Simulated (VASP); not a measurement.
# CuGe4 in VASP: further runs

CuGe4 is run at these levels: PBE+D3(BJ); tasks: single point.

Program: VASP 6.6.1. These are calculated values, not measurements. Logs are shortened: lines on timing, memory, paths and dates and some standing lists are left out, and cuts for length are marked.

## Step 1: The cell of the first run

The cell holds a slab with vacuum, 5 atoms: a = 4.030 Å, b = 4.030 Å, c = 21.598 Å, α = 90.00°, β = 90.00°, γ = 120.00°.

## Step 2: Single point, PBE+D3(BJ)

INCAR

```
  ALGO = Normal
  DIPOL = 0.5 0.5 0.328
  EDIFF = 1E-6
  ENCUT = 520
  GGA = PE
  IDIPOL = 3
  ISIF = 2
  ISMEAR = 0
  IVDW = 12
  LASPH = True
  LCHARG = False
  LDIPOL = True
  LREAL = False
  LWAVE = False
  NBANDS = 42
  NELM = 100
  PREC = Accurate
  SIGMA = 0.1
```

KPOINTS

```
k-points
0
Gamma
  9 9 1
```

POSCAR

```
CuGe4
1.0
    4.0303587907      0.0000000000      0.0000000000
   -2.0151793953      3.4903930991      0.0000000000
    0.0000000000      0.0000000000     21.5984135941
Ge Cu
4 1
Direct
    0.3333333333      0.6666666667      0.1851987871
    0.0000000000      0.0000000000      0.2232892486
    0.0000000000      0.0000000000      0.3443139717
    0.6666666667      0.3333333333      0.3795840634
    1.5555555556      0.7777777778      0.5092232143
```

Potentials or basis: VASP PAW PBE potentials, release 64 (Ge_d, Cu).

Run with:

```console
$ cat potpaw_PBE.64/Ge_d/POTCAR potpaw_PBE.64/Cu/POTCAR > POTCAR
$ mpirun -np 1 vasp_std > vasp.out
```

OUTCAR:

```text
EDIFF = 1E-6
   ENCUT = 520
   GGA = PE
   ISIF = 2
   ISMEAR = 0
   IVDW = 12
   LASPH = True
   LREAL = False
   NELM = 100
   PREC = Accurate
 IVDW          = 12

 ion  position               nearest neighbor table
   1  0.333  0.667  0.185-   2 2.47   2 2.47   2 2.47
   2  0.000  0.000  0.223-   1 2.47   1 2.47   1 2.47   3 2.61
   3  0.000  0.000  0.344-   4 2.45   4 2.45   4 2.45   2 2.61
   4  0.667  0.333  0.380-   3 2.45   3 2.45   3 2.45
   5  0.556  0.778  0.509-

  LATTYP: Found a hexagonal cell.
 ALAT       =     4.0303587907
 C/A-ratio  =     5.3589307344

  Lattice vectors:

 A1 = (   4.0303587907,   0.0000000000,   0.0000000000)
 A2 = (  -2.0151793953,   3.4903930991,   0.0000000000)
 A3 = (   0.0000000000,   0.0000000000,  21.5984135941)

Analysis of symmetry for initial positions (statically):
=====================================================================
 Subroutine PRICEL returns:
 Original cell was already a primitive cell.

 Routine SETGRP: Setting up the symmetry group for a
 hexagonal supercell.

 Subroutine GETGRP returns: Found  2 space group operations
 (whereof  2 operations were pure point group operations)
 out of a pool of 24 trial point group operations.

The static configuration has the point symmetry C_1h.

Analysis of symmetry for dynamics (positions and initial velocities):
=====================================================================
 Subroutine PRICEL returns:
 Original cell was already a primitive cell.

 Routine SETGRP: Setting up the symmetry group for a
 hexagonal supercell.

 Subroutine GETGRP returns: Found  2 space group operations
 (whereof  2 operations were pure point group operations)
 out of a pool of 24 trial point group operations.

The dynamic configuration has the point symmetry C_1h.

 Subroutine INISYM returns: Found  2 space group operations
 (whereof  2 operations are pure point group operations),
 and found     1 'primitive' translations

----------------------------------------------------------------------------------------

                                     Primitive cell

  volume of cell :     303.8365

  direct lattice vectors                    reciprocal lattice vectors
     4.030358791  0.000000000  0.000000000     0.248116868  0.143250341  0.000000000
    -2.015179395  3.490393099  0.000000000     0.000000000  0.286500681  0.000000000
     0.000000000  0.000000000 21.598413594     0.000000000  0.000000000  0.046299697
[... 98 lines left out ...]
   TEBEG  =    0.0;   TEEND  =   0.0 temperature during run
   PSTRESS=    0.0 pullay stress
   NELECT =      67.0000    total number of electrons
   NUPDOWN=      -1.0000    fix difference up-down
   EMIN   =  10.00;   EMAX   =-10.00  energy-range for DOS
   EFERMI =   0.00;   METHOD = LEGACY
   ISMEAR =     0;   SIGMA  =   0.10  broadening in eV -4-tet -1-fermi 0-gaus
   EFERMI_NEDOS =   21; number of points for ismear=-14 and -15
   IALGO  =     38    algorithm
   IMIX   =      4    mixing-type and parameters
     AMIX     =   0.40;   BMIX     =  1.00
     AMIX_MAG =   1.60;   BMIX_MAG =  1.00
  volume/ion in A,a.u.               =      60.77       410.08
  Fermi-wavevector in a.u.,A,eV,Ry     =   0.989054  1.869040 13.309585  0.978227
  Thomas-Fermi vector in A             =   2.120625
   LORBIT       =      0    0 simple, 1 ext, 2 COOP (PROOUT), +10 PAW based schemes
   GGA     = PE    functional components
   LHFCALC =     F    Hartree Fock is set to
   AEXX    =    0.0000 exact exchange contribution
   IVDW    =    12    specifies the selected vdW correction
   LEPSILON=     F    determine dielectric tensor
   LRPA    =     F    only Hartree local field effects (RPA)
 non-spin polarized calculation
 Gauss-broadening in eV      SIGMA  =   0.10
  energy-cutoff  :      520.00
  volume of cell :      303.84
 maximum number of plane-waves:      8229
 NGX is ok and might be reduce to    30
   NGX = 15   NGY = 15   NGZ = 81

 dipolmoment           0.000000      0.000000      0.118733 electrons x Angstroem

 number of electron      67.0000014 magnetization

 dipolmoment           0.000000      0.000000     -0.005749 electrons x Angstroem

 Free energy of the ion-electron system (eV)
  ---------------------------------------------------
  ext. energy  EPLUGINS =         0.00000000
  ---------------------------------------------------
  free energy    TOTEN  =       -17.88237832 eV

  energy without entropy =      -17.85754655  energy(sigma->0) =      -17.86996244

 E-fermi :  -1.3670     XC(G=0):  -4.5805

 val. band max:       -1.3701267239   @ k =  -0.1111   0.4444   0.0000
 cond. band min:      -1.3564079747   @ k =   0.4444   0.3333   0.0000
 fundamental gap:      0.0137187493
 Fermi energy:        -1.3670466570

 k-point     1 :       0.0000    0.0000    0.0000
  band No.  band energies     occupation
      1     -25.8190      2.00000
      2     -25.8178      2.00000
      3     -25.7799      2.00000
      4     -25.7620      2.00000
      5     -25.7615      2.00000
      6     -25.6972      2.00000
[... 1069 lines left out ...]
     41       3.6460      0.00000
     42       4.0685      0.00000

 [... further k-points ...]

------------------------ aborting loop because EDIFF is reached ----------------------------------------

 vacuum level on the upper side and lower side of the slab       (xc-potential included)        -0.191        -0.059

 Edisp (eV)   -1.20678

 E8    (eV) :    -0.5565

  FORCE on cell =-STRESS in cart. coord.  units (eV):
  Direction    XX          YY          ZZ          XY          YZ          ZX
  --------------------------------------------------------------------------------------
  -------------------------------------------------------------------------------------
  Total      -1.69842    -2.22858    -2.74470     0.45914     0.09408     0.16295
  in kB      -8.95603   -11.75168   -14.47321     2.42110     0.49609     0.85925
  external pressure =      -11.73 kB  Pullay stress =        0.00 kB

 VOLUME and BASIS-vectors are now :
 -----------------------------------------------------------------------------
  energy-cutoff  :      520.00
  volume of cell :      303.84
      direct lattice vectors                 reciprocal lattice vectors
     4.030358791  0.000000000  0.000000000     0.248116868  0.143250341  0.000000000
    -2.015179395  3.490393099  0.000000000     0.000000000  0.286500681  0.000000000
     0.000000000  0.000000000 21.598413594     0.000000000  0.000000000  0.046299697

 POSITION                                       TOTAL-FORCE (eV/Angst)
 -----------------------------------------------------------------------------------
     -0.00000      2.32693      4.00000        -0.021112     -0.012189      0.162956
      0.00000      0.00000      4.82269         0.017699      0.010218      0.034072
      0.00000      0.00000      7.43664         0.036065      0.020822     -0.257119
      2.01518      1.16346      8.19841        -0.090317     -0.052145      0.811005
      0.67173      2.71475     10.99841         0.057665      0.033293     -0.750914
 -----------------------------------------------------------------------------------
    total drift:                               -0.000014     -0.000011      0.001197

  FREE ENERGIE OF THE ION-ELECTRON SYSTEM (eV)
  ---------------------------------------------------
  free  energy   TOTEN  =       -19.0891608093 eV

  energy  without entropy=      -19.0643290443  energy(sigma->0) =      -19.07674493

 vacuum level on the upper side and lower side of the slab         3.053         3.237
```

OSZICAR:

```text
N       E                     dE             d eps       ncg     rms          rms(c)
DAV:   1     0.614643734702E+03    0.61464E+03   -0.33635E+04  2504   0.264E+03
DAV:   2     0.873023484225E+02   -0.52734E+03   -0.51358E+03  2252   0.711E+02
DAV:   3    -0.124530990018E+02   -0.99755E+02   -0.97761E+02  2888   0.208E+02
[... 20 lines left out ...]
DAV:  24    -0.178823716377E+02   -0.10493E-04   -0.93942E-07  1562   0.273E-02    0.163E-03
DAV:  25    -0.178823731792E+02   -0.15415E-05   -0.43680E-07  1592   0.813E-03    0.861E-04
DAV:  26    -0.178823764909E+02   -0.33116E-05   -0.20797E-07  1510   0.745E-03    0.794E-04
DAV:  27    -0.178823776940E+02   -0.12032E-05   -0.14322E-07  1534   0.579E-03    0.237E-04
DAV:  28    -0.178823783190E+02   -0.62500E-06   -0.90587E-08  1442   0.272E-03
   1 F= -.19089161E+02 E0= -.19076745E+02  d E =-.248318E-01
```

Wall time 7.5 min (1 thread of AMD EPYC 7R13 (Zen 3), shared host); peak memory 0.52 GiB.

What came out:

```
Free energy                : -19.0892 eV
Largest force              : 0.818 eV/Å
Band gap on the k mesh     : zero (an odd number of electrons rules out a gap without spin polarisation)
Dispersion energy per atom : -0.241 eV
```

Forces in eV/Å, atoms in the order of the input:
```
Ge  -0.021 -0.012  0.163
Ge   0.018  0.010  0.034
Ge   0.036  0.021 -0.257
Ge  -0.090 -0.052  0.811
Cu   0.058  0.033 -0.751
```

Levels at points of the mesh, in eV from the Fermi level:
| k point | band 31 | band 32 | band 33 | band 34 | band 35 | band 36 |
| --- | --- | --- | --- | --- | --- | --- |
| (0.00, 0.00, 0.00) | -0.54 | -0.53 | 0.05 | 0.05 | 0.71 | 1.18 |

Caveat: an odd number of electrons without spin polarisation forces a metal; a magnetic or distorted state may lie lower.

## Step 3: Single point, PBE+D3(BJ)

INCAR

```
SYSTEM = CuGe4
PREC = Accurate ; ENCUT = 520
EDIFF = 1E-7 ; ISMEAR = 0
SIGMA = 0.1 ; LREAL = .FALSE.
LASPH = .TRUE. ; NELM = 100
ALGO = Normal ; ISIF = 2
LWAVE = .FALSE. ; LCHARG = .FALSE.
LDIPOL = .TRUE. ; IDIPOL = 3
DIPOL = 0.5 0.5 0.328 ; GGA = PE
IVDW = 12 ; NBANDS = 42
```

KPOINTS

```
regular mesh
0
G
  9 9 1
  0 0 0
```

POSCAR: that of step 2 with these lines changed.

```diff
@@ -12,2 +12,2 @@
     0.6666666667      0.3333333333      0.3795840634
-    1.5555555556      0.7777777778      0.5092232143
+    0.7777777778      0.5555555556      0.5092232143
```

Potentials or basis: VASP PAW PBE potentials, release 64 (Ge_d, Cu).

Run with:

```console
$ cat potpaw_PBE.64/Ge_d/POTCAR potpaw_PBE.64/Cu/POTCAR > POTCAR
$ mpirun -np 1 vasp_std > vasp.out
```

Run time: 8.8 min. Hardware: 1 thread of AMD EPYC 7R13 (Zen 3), shared host; peak memory 0.53 GiB.

It converged, with:

| Item | Value |
| --- | --- |
| Free energy | -19.3887 eV |
| Largest force | 0.903 eV/Å |
| Band gap on the k mesh | zero (an odd number of electrons rules out a gap without spin polarisation) |
| Dispersion energy per atom | -0.229 eV |

Forces in eV/Å, atoms in the order of the input:
```
Ge   0.000 -0.060  0.157
Ge   0.000  0.054  0.044
Ge   0.000  0.003 -0.283
Ge   0.000  0.213  0.877
Cu   0.000 -0.210 -0.795
```

Levels at points of the mesh, in eV from the Fermi level:
```
           k point  band 31  band 32  band 33  band 34  band 35  band 36
(0.00, 0.00, 0.00)    -0.53    -0.49     0.06     0.07     0.73     1.19
```

Caveat: an odd number of electrons without spin polarisation forces a metal; a magnetic or distorted state may lie lower.

## Step 4: Single point, PBE+D3(BJ)

INCAR

```
SYSTEM = CuGe4
PREC = Accurate
ENCUT = 520
EDIFF = 1E-6
ISMEAR = 0
SIGMA = 0.1
LREAL = .False.
LASPH = .True.
NELM = 100
ALGO = Normal
ISIF = 2
LWAVE = .False.
LCHARG = .True.
LDIPOL = .True.
IDIPOL = 3
DIPOL = 0.5 0.5 0.328
GGA = PE
IVDW = 12
LELF = .True.
LVHAR = .True.
LVACPOTAV = .True.
NBANDS = 42
```

KPOINTS

```
Automatic mesh
0
Gamma
  9 9 1
  0 0 0
```

POSCAR: that of step 3 with these lines changed.

```diff
@@ -12,2 +12,2 @@
     0.6666666667      0.3333333333      0.3795840634
-    0.7777777778      0.5555555556      0.5092232143
+    0.8888888889      0.4444444444      0.5092232143
```

Run with:

```console
$ cat potpaw_PBE.64/Ge_d/POTCAR potpaw_PBE.64/Cu/POTCAR > POTCAR
$ mpirun -np 1 vasp_std > vasp.out
```

It took 7.6 min on 1 thread of AMD EPYC 7R13 (Zen 3), shared host; peak memory 0.52 GiB.

Results (log left out):

```
Free energy                : -19.3867 eV
Largest force              : 0.912 eV/Å
Band gap on the k mesh     : zero (an odd number of electrons rules out a gap without spin polarisation)
Dispersion energy per atom : -0.229 eV
```

Forces on the atoms (eV/Å):
```
Ge  -0.043 -0.025  0.153
Ge   0.043  0.025  0.055
Ge  -0.020 -0.012 -0.297
Ge   0.208  0.120  0.880
Cu  -0.188 -0.108 -0.791
```

Levels at points of the mesh, in eV from the Fermi level:
| k point | band 29 | band 30 | band 31 | band 32 | band 33 | band 34 | band 35 | band 36 | band 37 | band 38 |
| --- | --- | --- | --- | --- | --- | --- | --- | --- | --- | --- |
| (0.00, 0.00, 0.00) | -0.96 | -0.82 | -0.51 | -0.50 | 0.06 | 0.07 | 0.74 | 1.20 | 1.70 | 3.66 |

Caveat: an odd number of electrons without spin polarisation forces a metal; a magnetic or distorted state may lie lower.

## Step 5: The runs side by side

| cell | gap on the mesh (eV) | largest force (eV/Å) |
| --- | --- | --- |
| as given, atomic positions A | none | 0.82 |
| as given, atomic positions B | none | 0.90 |
| as given, atomic positions C | none | 0.91 |

Alike in all rows: task single point; level PBE+D3(BJ); potentials or basis VASP PAW PBE potentials, release 64 (Ge_d, Cu); no spin polarisation; k mesh 9 × 9 × 1; cutoff (eV) 520; smearing gaussian 0.1 eV.

Caveats: an odd number of electrons without spin polarisation forces a metal; a magnetic or distorted state may lie lower.

Total energies depend on the potentials used, so only differences within one code and one set of settings carry meaning.

The gap in the log of VASP goes by the Fermi energy; the results here count the filled bands.